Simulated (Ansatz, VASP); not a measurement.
# InAs: VASP beside Ansatz

```
In As
1.0
     0.00000    2.87730    2.70467
     2.87730    0.00000    2.70467
     2.87730    2.87730    0.00000
In As
1 1
Direct
  0.50000 0.50000 0.50000
  0.00000 0.00000 0.00000
```

Change from the starting cell: strain -0.0600 x Voigt [0, 0, 1, 0, 0, 0], atoms carried along.

Alike in both runs: task single point; functional PBEsol; k mesh 14 × 14 × 14; occupations gaussian, width 0.15 eV; no spin polarisation.

```csv
,VASP,Ansatz
version,VASP 6.6.1,Ansatz 0.2.0
potentials or method,"VASP PAW PBE potentials, release 64 (In_d, As), cutoff 520 eV","scalar-relativistic, plane waves, PAW"
valence electrons in the cell,18,28
```

|  | VASP | Ansatz | Ansatz less VASP |
| --- | --- | --- | --- |
| gap on the k mesh at the Fermi level (eV) | none | none | - |
| pressure (GPa) | 1.4 | 1.2 | -0.19 |
| traceless stress, the component that is largest in VASP (GPa) | 5.66 | 5.61 | -0.044 |

VASP's potentials were made for PBE, not for PBEsol. A gap of «none» marks a metal or a gap that the smearing closes. VASP's potentials hold 18 valence electrons a cell and Ansatz's 28, so a difference there can come from the potentials and not from the codes.
